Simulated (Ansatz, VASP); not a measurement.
## One calculation of Ba2Re, two programs

INCAR

```
PREC = Accurate ; ENCUT = 520
EDIFF = 1E-7 ; ISMEAR = 0
SIGMA = 0.1 ; LREAL = False
LASPH = True ; NELM = 100
ALGO = Normal ; ISIF = 2
LWAVE = False ; LCHARG = False
GGA = PE ; NBANDS = 36
```

Contents of KPOINTS:

```
Automatic mesh
0
Gamma
  4 4 4
```

POSCAR

```
Ba2Re
1.0
    5.8733243920      0.0000000000      0.0000000000
    0.0000000000      5.8733243920      0.0000000000
    0.0000000000      0.0000000000      5.8733243920
Ba Re
4 2
Direct
    0.2500000000      0.2500000000      0.2500000000
    0.2500000000      0.7500000000      0.7500000000
    0.7500000000      0.7500000000      0.2500000000
    0.7500000000      0.2500000000      0.7500000000
    0.0000000000      0.0000000000      0.0000000000
    0.5000000000      0.5000000000      0.5000000000
```

Input for Ansatz:

```yaml
crystal:
  lattice:
    - [5.873324392, 0.0, 0.0]
    - [0.0, 5.873324392, 0.0]
    - [0.0, 0.0, 5.873324392]
  atoms:
    - { symbol: Ba, position: [0.25, 0.25, 0.25] }
    - { symbol: Ba, position: [0.25, 0.75, 0.75] }
    - { symbol: Ba, position: [0.75, 0.75, 0.25] }
    - { symbol: Ba, position: [0.75, 0.25, 0.75] }
    - { symbol: Re, position: [0.0, 0.0, 0.0] }
    - { symbol: Re, position: [0.5, 0.5, 0.5] }
basis:
  ecutwfc: 420
kpoints:
  mp_grid: { grid: [4, 4, 4] }
hamiltonian:
  xc: pbe
scf:
  occupations: { method: gaussian, width: 0.1 }
  lower_state_search: "off"
output:
  forces: true
  stress: true
  eigenvalues: true
```

Alike in both runs: task single point; functional PBE; k mesh 4 × 4 × 4; occupations gaussian, width 0.1 eV; no spin polarisation.

|  | VASP | Ansatz |
| --- | --- | --- |
| version | VASP 6.6.1 | Ansatz 0.2.0 |
| potentials or method | VASP PAW PBE potentials, release 64 (Ba_sv, Re), cutoff 520 eV | scalar-relativistic, plane waves, PAW |
| valence electrons in the cell | 54 | 70 |

```tsv
	VASP	Ansatz	Ansatz less VASP
gap on the k mesh at the Fermi level (eV)	none	none	-
pressure (GPa)	15.8	11.0	-4.75
```

A gap of «none» marks a metal or a gap that the smearing closes. One of these differences is far larger than is usual between the two programs; its cause wasn't traced. VASP's potentials hold 54 valence electrons a cell and Ansatz's 70, so a difference there can come from the potentials and not from the codes.

Neither program's run includes spin-orbit coupling.
